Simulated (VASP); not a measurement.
# PtSeS3 (P4mm) in VASP: a series of runs, part 2 of 3

VASP 6.6.1.

## 4. Relaxation of cell and atoms, PBE

The input, INCAR:

```
SYSTEM = PtSeS3
PREC = Accurate ; ENCUT = 600
EDIFF = 1E-6 ; ISMEAR = 0
SIGMA = 0.1 ; LREAL = .FALSE.
LASPH = .TRUE. ; NELM = 60
ALGO = Normal ; ISIF = 3
LWAVE = .FALSE. ; LCHARG = .FALSE.
GGA = PE ; IBRION = 2
NSW = 90 ; EDIFFG = -0.04
```

The input, KPOINTS:

```
regular mesh
0
G
  4 4 4
  0 0 0
```

The input, POSCAR:

```
PtSeS3
1.0
    4.4524739200      0.0000000000      0.0000000000
    0.0000000000      4.4524739200      0.0000000000
    0.0000000000      0.0000000000      5.6285246400
Pt Se S
1 1 3
Direct
    0.5000000000      0.5000000000      0.6872155100
    0.0000000000      0.0000000000      0.9838940500
    0.0000000000      0.5000000000      0.5006765100
    0.5000000000      0.5000000000      0.1001364400
    0.5000000000      0.0000000000      0.5006765100
```

Launch:

```sh
$ cat potpaw_PBE.64/Pt/POTCAR potpaw_PBE.64/Se/POTCAR potpaw_PBE.64/S/POTCAR > POTCAR
$ mpirun -np 1 vasp_std > vasp.out
```

Run time: 13 min. Hardware: 1 thread of Intel Xeon Platinum 8559C (Emerald Rapids), shared host; peak memory 0.3 GiB.

The run converged. Its results:

| Property | Result |
| --- | --- |
| Free energy | -19.8418 eV |
| Relaxed volume | 22.80 Å³/atom |
| Relaxed cell | a = 3.890 Å, b = 3.890 Å, c = 7.536 Å, α = 90.00°, β = 90.00°, γ = 90.00° |
| Space group after relaxing (to 0.1 Å) | P4mm (No. 99) |
| Energy gained by relaxing | 352.2 meV/atom |
| Ionic steps | 45 |
| Pressure after relaxing | 0.1 GPa |
| Largest force after relaxing | 0.021 eV/Å |
| Band gap on the k mesh | zero (bands 17 and 18 overlap by 2.37 eV) |

Forces in eV/Å, atoms in the order of the input:
```
Pt   0.000  0.000  0.003
Se   0.000  0.000  0.021
S    0.000  0.000 -0.003
S    0.000  0.000 -0.019
S    0.000  0.000 -0.003
```

Stress tensor (GPa, compression positive):
```
0.10 0.00 0.00
0.00 0.10 0.00
0.00 0.00 0.01
```

The path:
| step | energy change (eV) | largest force (eV/Å) | pressure (GPa) | volume (Å³) |
| --- | --- | --- | --- | --- |
| 1 | 0.0000 | 1.1453 | -7.39 | 111.58 |
| 3 | -0.5106 | 0.7719 | 2.22 | 98.78 |
| 5 | -1.2673 | 2.6292 | 7.10 | 97.89 |
| 7 | -1.5845 | 0.9853 | 0.13 | 104.37 |
| 9 | -1.6032 | 0.9469 | -0.24 | 104.65 |
| 11 | -1.6877 | 0.2877 | 0.23 | 103.80 |
| 13 | -1.7183 | 0.1279 | 1.04 | 104.66 |
| 15 | -1.7303 | 0.1546 | 1.98 | 105.57 |
| 17 | -1.7464 | 0.0819 | 0.85 | 107.86 |
| 19 | -1.7493 | 0.1472 | 0.16 | 109.46 |
| 21 | -1.7508 | 0.1232 | 0.03 | 109.61 |
| 23 | -1.7517 | 0.1573 | -0.48 | 110.28 |
| 25 | -1.7530 | 0.0835 | -0.11 | 109.88 |
| 27 | -1.7531 | 0.1118 | 0.40 | 109.47 |
| 29 | -1.7537 | 0.0724 | 0.11 | 109.74 |
| 31 | -1.7554 | 0.0547 | 0.02 | 110.29 |
| 33 | -1.7556 | 0.0942 | -0.01 | 110.51 |
| 35 | -1.7568 | 0.0640 | 0.08 | 110.77 |
| 37 | -1.7586 | 0.0785 | 0.54 | 111.94 |
| 39 | -1.7593 | 0.0538 | 0.34 | 112.04 |
| 41 | -1.7602 | 0.0685 | -0.03 | 113.20 |
| 43 | -1.7603 | 0.0655 | -0.04 | 113.32 |
| 45 | -1.7610 | 0.0213 | 0.07 | 114.02 |

Final structure:
```xyz
5
Lattice="3.8898 0.0000 0.0000 0.0000 3.8898 0.0000 0.0000 0.0000 7.5359" Properties=species:S:1:pos:R:3 pbc="T T T"
Pt    1.9449    1.9449    5.2211
Se    0.0000    0.0000    0.1704
S     0.0000    1.9449    3.9451
S     1.9449    1.9449    0.0765
S     1.9449    0.0000    3.9451
```

Levels at points of the mesh, in eV from the Fermi level:
| k point | band 15 | band 16 | band 17 | band 18 | band 19 | band 20 |
| --- | --- | --- | --- | --- | --- | --- |
| (0.00, 0.00, 0.00) | -1.37 | 0.48 | 1.56 | 1.56 | 1.89 | 2.61 |
| (0.50, 0.00, 0.00) | -1.31 | -1.21 | -1.06 | -0.77 | -0.57 | 0.50 |
| (0.50, 0.50, 0.00) | -2.21 | -1.94 | -0.69 | 2.33 | 3.11 | 3.63 |
| (0.00, 0.00, 0.50) | -1.60 | 0.78 | 1.57 | 1.57 | 1.92 | 2.60 |
| (0.50, 0.00, 0.50) | -1.30 | -1.27 | -1.01 | -0.80 | -0.71 | 0.44 |
| (0.50, 0.50, 0.50) | -2.05 | -1.75 | -0.81 | 2.33 | 3.11 | 3.63 |

Caveat: a cell axis changed by over 15 % at a fixed basis, so the end point is rough; spin-orbit coupling is left out, which moves the levels of the heavy elements; this functional lacks dispersion, which binds the layers, so the pressure and a relaxed spacing across them are unreliable.

## 5. Single point, PBE

This run uses another cell than the first one, of 23.87 Å³/atom.

The input, INCAR:

```
PREC = Accurate ; ENCUT = 520
EDIFF = 1E-7 ; ISMEAR = 0
SIGMA = 0.1 ; LREAL = F
LASPH = T ; NELM = 60
ALGO = Normal ; ISIF = 2
LWAVE = F ; LCHARG = T
GGA = PE ; LELF = T
LVHAR = T ; NBANDS = 25
```

The input, KPOINTS:

```
Automatic mesh
0
Gamma
  10 10 6
```

The input, POSCAR:

```
PtSeS3
1.0
    3.8894633188      0.0000000000      0.0000000000
    0.0000000000      3.8894633188      0.0000000000
    0.0000000000      0.0000000000      7.8883321507
Pt Se S
1 1 3
Direct
    0.5000000000      0.5000000000      0.6924609070
    0.0000000000      0.0000000000      0.0229604014
    0.0000000000      0.5000000000      0.5311612590
    0.5000000000      0.5000000000     -0.0051448065
    0.5000000000      0.0000000000      0.5311612590
```

Potentials or basis: VASP PAW PBE potentials, release 64 (Pt, Se, S).

Launch:

```sh
$ cat potpaw_PBE.64/Pt/POTCAR potpaw_PBE.64/Se/POTCAR potpaw_PBE.64/S/POTCAR > POTCAR
$ mpirun -np 1 vasp_std > vasp.out
```

OUTCAR:

```text
PREC = Accurate
   ENCUT = 520
   EDIFF = 1E-7
   ISMEAR = 0
   LREAL = F
   LASPH = T
   NELM = 60
   ISIF = 2
   GGA = PE

 ion  position               nearest neighbor table
   1  0.500  0.500  0.692-   3 2.32   5 2.32   5 2.32   3 2.32   4 2.39
   2  0.000  0.000  0.023-   4 2.76   4 2.76   4 2.76   4 2.76
   3  0.000  0.500  0.531-   1 2.32   1 2.32   5 2.75   5 2.75   5 2.75   5 2.75
   4  0.500  0.500  0.995-   1 2.39   2 2.76   2 2.76   2 2.76   2 2.76
   5  0.500  0.000  0.531-   1 2.32   1 2.32   3 2.75   3 2.75   3 2.75   3 2.75

  LATTYP: Found a simple tetragonal cell.
 ALAT       =     3.8894633188
 C/A-ratio  =     2.0281286913

  Lattice vectors:

 A1 = (   3.8894633188,   0.0000000000,   0.0000000000)
 A2 = (   0.0000000000,   3.8894633188,   0.0000000000)
 A3 = (   0.0000000000,   0.0000000000,   7.8883321507)

Analysis of symmetry for initial positions (statically):
=====================================================================
 Subroutine PRICEL returns:
 Original cell was already a primitive cell.

 Routine SETGRP: Setting up the symmetry group for a
 simple tetragonal supercell.

 Subroutine GETGRP returns: Found  8 space group operations
 (whereof  8 operations were pure point group operations)
 out of a pool of 16 trial point group operations.

The static configuration has the point symmetry C_4v.

Analysis of symmetry for dynamics (positions and initial velocities):
=====================================================================
 Subroutine PRICEL returns:
 Original cell was already a primitive cell.

 Routine SETGRP: Setting up the symmetry group for a
 simple tetragonal supercell.

 Subroutine GETGRP returns: Found  8 space group operations
 (whereof  8 operations were pure point group operations)
 out of a pool of 16 trial point group operations.

The dynamic configuration has the point symmetry C_4v.

 Subroutine INISYM returns: Found  8 space group operations
 (whereof  8 operations are pure point group operations),
 and found     1 'primitive' translations

----------------------------------------------------------------------------------------

                                     Primitive cell

  volume of cell :     119.3341

  direct lattice vectors                    reciprocal lattice vectors
     3.889463319  0.000000000  0.000000000     0.257104880  0.000000000  0.000000000
     0.000000000  3.889463319  0.000000000     0.000000000  0.257104880  0.000000000
     0.000000000  0.000000000  7.888332151     0.000000000  0.000000000  0.126769510

  length of vectors
     3.889463319  3.889463319  7.888332151     0.257104880  0.257104880  0.126769510

  position of ions in fractional coordinates (direct lattice)
     0.500000000  0.500000000  0.692460907
     0.000000000  0.000000000  0.022960401
     0.000000000  0.500000000  0.531161259
     0.500000000  0.500000000  0.994855194
     0.500000000  0.000000000  0.531161259

  ion indices of the primitive-cell ions
[... 26 lines left out ...]
     0.000000000  0.000000000  0.000000000

 Subroutine IBZKPT returns following result:
 ===========================================

 Found     84 irreducible k-points:

 Following reciprocal coordinates:
            Coordinates               Weight
  0.000000  0.000000  0.000000      1.000000
  0.100000  0.000000  0.000000      4.000000
  0.200000  0.000000  0.000000      4.000000
  0.300000  0.000000  0.000000      4.000000
  0.400000  0.000000  0.000000      4.000000
  0.500000  0.000000  0.000000      2.000000
[... 16 lines left out ...]
  0.100000  0.000000  0.166667      8.000000
  0.200000  0.000000  0.166667      8.000000
 [... further k-points ...]
   k-points           NKPTS =     84   k-points in BZ     NKDIM =     84   number of bands    NBANDS=     25
   number of dos      NEDOS =    301   number of ions     NIONS =      5
   total plane-waves  NPLWV =  54000
   dimension x,y,z NGX =    30 NGY =   30 NGZ =   60
   dimension x,y,z NGXF=    60 NGYF=   60 NGZF=  120
   ions per type =               1   1   3
   NGX,Y,Z   is equivalent  to a cutoff of  12.82, 12.82, 12.64 a.u.
   NGXF,Y,Z  is equivalent  to a cutoff of  25.65, 25.65, 25.29 a.u.
 SYSTEM =  unknown system
   PREC   = accura    normal or accurate (medium, high low for compatibility)
   ISTART =      0    job   : 0-new  1-cont  2-samecut
   ICHARG =      2    charge: 1-file 2-atom 10-const
   ISPIN  =      1    spin polarized calculation?
   LNONCOLLINEAR =      F non collinear calculations
   LSORBIT =      F    spin-orbit coupling
   LASPH  =      T    aspherical Exc in radial PAW
   ENCUT  =  520.0 eV  38.22 Ry    6.18 a.u.   7.23  7.23 14.67*2*pi/ulx,y,z
   NELM   =     60;   NELMIN=  2; NELMDL= -5     # of ELM steps
   EDIFF  = 0.1E-06   stopping-criterion for ELM
   LREAL  =      F    real-space projection
   EDIFFG = 0.1E-05   stopping-criterion for IOM
   NSW    =      0    number of steps for IOM
   IBRION =     -1    ionic relax: 0-MD 1-quasi-New 2-CG
   NFREE  =      0    steps in history (QN), initial steepest desc. (CG)
   ISIF   =      2    stress and relaxation
   ISYM   =      2    0-nonsym 1-usesym 2-fastsym
   POTIM  = 0.5000    time-step for ionic-motion
   TEBEG  =    0.0;   TEEND  =   0.0 temperature during run
   PSTRESS=    0.0 pullay stress
   NELECT =      34.0000    total number of electrons
   NUPDOWN=      -1.0000    fix difference up-down
   EMIN   =  10.00;   EMAX   =-10.00  energy-range for DOS
   EFERMI =   0.00;   METHOD = LEGACY
   ISMEAR =     0;   SIGMA  =   0.10  broadening in eV -4-tet -1-fermi 0-gaus
   EFERMI_NEDOS =   21; number of points for ismear=-14 and -15
   IALGO  =     38    algorithm
   IMIX   =      4    mixing-type and parameters
     AMIX     =   0.40;   BMIX     =  1.00
     AMIX_MAG =   1.60;   BMIX_MAG =  1.00
  volume/ion in A,a.u.               =      23.87       161.06
  Fermi-wavevector in a.u.,A,eV,Ry     =   1.077241  2.035691 15.788862  1.160449
  Thomas-Fermi vector in A             =   2.213148
   LORBIT       =      0    0 simple, 1 ext, 2 COOP (PROOUT), +10 PAW based schemes
   GGA     = PE    functional components
   LHFCALC =     F    Hartree Fock is set to
   AEXX    =    0.0000 exact exchange contribution
   IVDW    =     0    specifies the selected vdW correction
   LEPSILON=     F    determine dielectric tensor
   LRPA    =     F    only Hartree local field effects (RPA)
 non-spin polarized calculation
 Gauss-broadening in eV      SIGMA  =   0.10
  energy-cutoff  :      520.00
  volume of cell :      119.33
 maximum number of plane-waves:      3242
 NGX is ok and might be reduce to    30
   NGX = 15   NGY = 15   NGZ = 29

 number of electron      34.0000001 magnetization

 Free energy of the ion-electron system (eV)
  ---------------------------------------------------
  ext. energy  EPLUGINS =         0.00000000
  ---------------------------------------------------
  free energy    TOTEN  =       -19.92446196 eV

  energy without entropy =      -19.91200617  energy(sigma->0) =      -19.91823406

 E-fermi :   3.6238     XC(G=0):  -9.1327

 val. band max:        3.5804484106   @ k =   0.5000   0.2000   0.3333
 cond. band min:       3.6294640242   @ k =   0.2000   0.1000   0.3333
 fundamental gap:      0.0490156136
 Fermi energy:         3.6237591017

 k-point     1 :       0.0000    0.0000    0.0000
  band No.  band energies     occupation
      1     -11.7850      2.00000
      2     -10.7751      2.00000
      3      -8.0091      2.00000
      4      -6.5841      2.00000
      5      -3.1969      2.00000
      6      -3.1969      2.00000
[... 661 lines left out ...]
     24       9.6623      0.00000
     25      10.6625      0.00000

 [... further k-points ...]

------------------------ aborting loop because EDIFF is reached ----------------------------------------

  FORCE on cell =-STRESS in cart. coord.  units (eV):
  Direction    XX          YY          ZZ          XY          YZ          ZX
  --------------------------------------------------------------------------------------
  -------------------------------------------------------------------------------------
  Total       -0.1083814     -0.1083814     -0.1107356      0.0000000      0.0000000      0.0000000
  in kB       -1.4551260     -1.4551260     -1.4867346      0.0000000      0.0000000      0.0000000
  external PRESSURE =      -1.4656622 kB  Pullay stress =       0.0000000 kB

 VOLUME and BASIS-vectors are now :
 -----------------------------------------------------------------------------
  energy-cutoff  :      520.00
  volume of cell :      119.33
      direct lattice vectors                 reciprocal lattice vectors
     3.889463319  0.000000000  0.000000000     0.257104880  0.000000000  0.000000000
     0.000000000  3.889463319  0.000000000     0.000000000  0.257104880  0.000000000
     0.000000000  0.000000000  7.888332151     0.000000000  0.000000000  0.126769510

 POSITION                                       TOTAL-FORCE (eV/Angst)
 -----------------------------------------------------------------------------------
      1.94473      1.94473      5.46236         0.000000     -0.000000     -0.017041
      0.00000      0.00000      0.18112         0.000000      0.000000     -0.006609
      0.00000      1.94473      4.18998         0.000000      0.000000      0.017795
      1.94473      1.94473      7.84775         0.000000     -0.000000     -0.011941
      1.94473      0.00000      4.18998         0.000000      0.000000      0.017795
 -----------------------------------------------------------------------------------
    total drift:                                0.000000      0.000000      0.000081

  FREE ENERGIE OF THE ION-ELECTRON SYSTEM (eV)
  ---------------------------------------------------
  free  energy   TOTEN  =       -19.9244619561 eV

  energy  without entropy=      -19.9120061691  energy(sigma->0) =      -19.91823406
```

OSZICAR:

```text
N       E                     dE             d eps       ncg     rms          rms(c)
DAV:   1     0.178953818721E+03    0.17895E+03   -0.14795E+04  4200   0.118E+03
DAV:   2    -0.920911932318E+01   -0.18816E+03   -0.17880E+03  5288   0.218E+02
DAV:   3    -0.210152564099E+02   -0.11806E+02   -0.11548E+02  5170   0.560E+01
DAV:   4    -0.212222763562E+02   -0.20702E+00   -0.20624E+00  5129   0.832E+00
DAV:   5    -0.212272296540E+02   -0.49533E-02   -0.49513E-02  5318   0.129E+00    0.219E+01
DAV:   6    -0.210521985690E+02    0.17503E+00   -0.13924E+01  4852   0.279E+01    0.212E+01
DAV:   7    -0.199596019420E+02    0.10926E+01   -0.35407E+00  4741   0.156E+01    0.906E+00
DAV:   8    -0.200010917513E+02   -0.41490E-01   -0.95167E-01  4798   0.598E+00    0.312E+00
DAV:   9    -0.199274027893E+02    0.73689E-01   -0.23962E-01  4749   0.353E+00    0.115E+00
DAV:  10    -0.199249692259E+02    0.24336E-02   -0.26700E-02  4845   0.948E-01    0.479E-01
DAV:  11    -0.199245705768E+02    0.39865E-03   -0.32163E-03  5182   0.266E-01    0.199E-01
DAV:  12    -0.199244605189E+02    0.11006E-03   -0.58680E-04  5146   0.154E-01    0.506E-02
DAV:  13    -0.199244582185E+02    0.23004E-05   -0.70105E-05  5169   0.435E-02    0.195E-02
DAV:  14    -0.199244596004E+02   -0.13819E-05   -0.18254E-05  5078   0.267E-02    0.104E-02
DAV:  15    -0.199244619259E+02   -0.23255E-05   -0.50216E-06  4550   0.119E-02    0.558E-03
DAV:  16    -0.199244619561E+02   -0.30153E-07   -0.49219E-07  5423   0.469E-03
   1 F= -.19924462E+02 E0= -.19918234E+02  d E =-.124558E-01
```

stdout:

```text
POSCAR found type information on POSCAR PtSeS
 POSCAR found :  3 types and       5 ions
 scaLAPACK will be used
 LDA part: xc-table for (Slater+PW92), standard interpolation
 POSCAR, INCAR and KPOINTS ok, starting setup
 FFT: planning ... GRIDC
 FFT: planning ... GRID_SOFT
 FFT: planning ... GRID
 WAVECAR not read
 entering main loop
```

Wall time 3 min (1 thread of Intel Xeon Platinum 8559C (Emerald Rapids), shared host); peak memory 0.39 GiB.

What came out:

```
Free energy            : -19.9245 eV
Pressure               : -0.1 GPa
Largest force          : 0.018 eV/Å
Band gap on the k mesh : zero (bands 17 and 18 overlap by 2.40 eV)
```

Forces on the atoms (eV/Å):
```
Pt   0.000  0.000 -0.017
Se   0.000  0.000 -0.007
S    0.000  0.000  0.018
S    0.000  0.000 -0.012
S    0.000  0.000  0.018
```

Caveat: spin-orbit coupling is left out, which moves the levels of the heavy elements; this functional lacks dispersion, which binds the layers, so the pressure and a relaxed spacing across them are unreliable.

(Continued in part 3 of 3.)
